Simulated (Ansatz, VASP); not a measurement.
# NaCl: VASP beside Ansatz

INCAR

```
SYSTEM = NaCl
PREC = Accurate ; ENCUT = 500
EDIFF = 1E-6 ; ISMEAR = 0
SIGMA = 0.014 ; LREAL = .False.
LASPH = .True. ; NELM = 200
ALGO = Normal ; ISIF = 2
LWAVE = .False. ; LCHARG = .False.
LDAU = .True. ; LDAUTYPE = 2
LDAUL = -1 1 ; LDAUU = 0 1.2
LDAUJ = 0 0 ; LDAUPRINT = 1
GGA = PE ; NBANDS = 14
GGA_COMPAT = .False.
```

KPOINTS

```
Automatic mesh
0
Gamma
  1 1 1
  0 0 0
```

File POSCAR:

```
NaCl
1.0
    3.5021900000      0.0000000000      0.0000000000
    0.0000000000      3.5021900000      0.0000000000
    0.0000000000      0.0000000000      3.5021900000
Na Cl
1 1
Direct
    0.0000000000      0.0000000000      0.0000000000
    0.5000000000      0.5000000000      0.5000000000
```

Input for Ansatz:

```yaml
crystal:
  lattice:
    - [3.50219, 0.0, 0.0]
    - [0.0, 3.50219, 0.0]
    - [0.0, 0.0, 3.50219]
  atoms:
    - { symbol: Na, position: [0.0, 0.0, 0.0] }
    - { symbol: Cl, position: [0.5, 0.5, 0.5] }
  symmetry: { detect: true }
basis: {}
kpoints:
  mp_grid: { grid: [1, 1, 1] }
hamiltonian:
  xc: pbe
  hubbard:
    sites: [{ species: Cl, l: p, u_eff: 1.2 }]
    projectors: ortho-atomic
  pseudopotentials: { kind: paw, source: ansatz }
scf:
  occupations: { method: gaussian, width: 0.014 }
  max_iter: 63
output:
  forces: true
  stress: true
  eigenvalues: true
```

Alike in both runs: task single point; functional PBE; k mesh 1 × 1 × 1; occupations gaussian, width 0.014 eV; no spin polarisation; Hubbard terms Cl p U = 1.2 eV.

|  | VASP | Ansatz |
| --- | --- | --- |
| version | VASP 6.6.1 | Ansatz 0.2.0 |
| potentials or method | VASP PAW PBE potentials, release 64 (Na_pv, Cl) | scalar-relativistic, plane waves, PAW (harder set) |
| plane-wave cutoff (eV) | 500 | 700 |
| valence electrons in the cell | 14 | 16 |

VASP gave:

- gap on the k mesh at the Fermi level (eV): 3.98
- least direct gap on the mesh (eV): 3.98
- pressure (GPa): 21.8

**Question.** What did Ansatz give for the same quantities?

**Answer.** gap on the k mesh at the Fermi level (eV): 4.43; least direct gap on the mesh (eV): 4.43; pressure (GPa): 22.3.

The programs project onto different local orbitals, so the same U acts differently, and such runs can settle in different states. VASP's potentials hold 14 valence electrons a cell and Ansatz's 16, so a difference there can come from the potentials and not from the codes.

The k mesh is coarse, so the values compare programs but aren't converged.
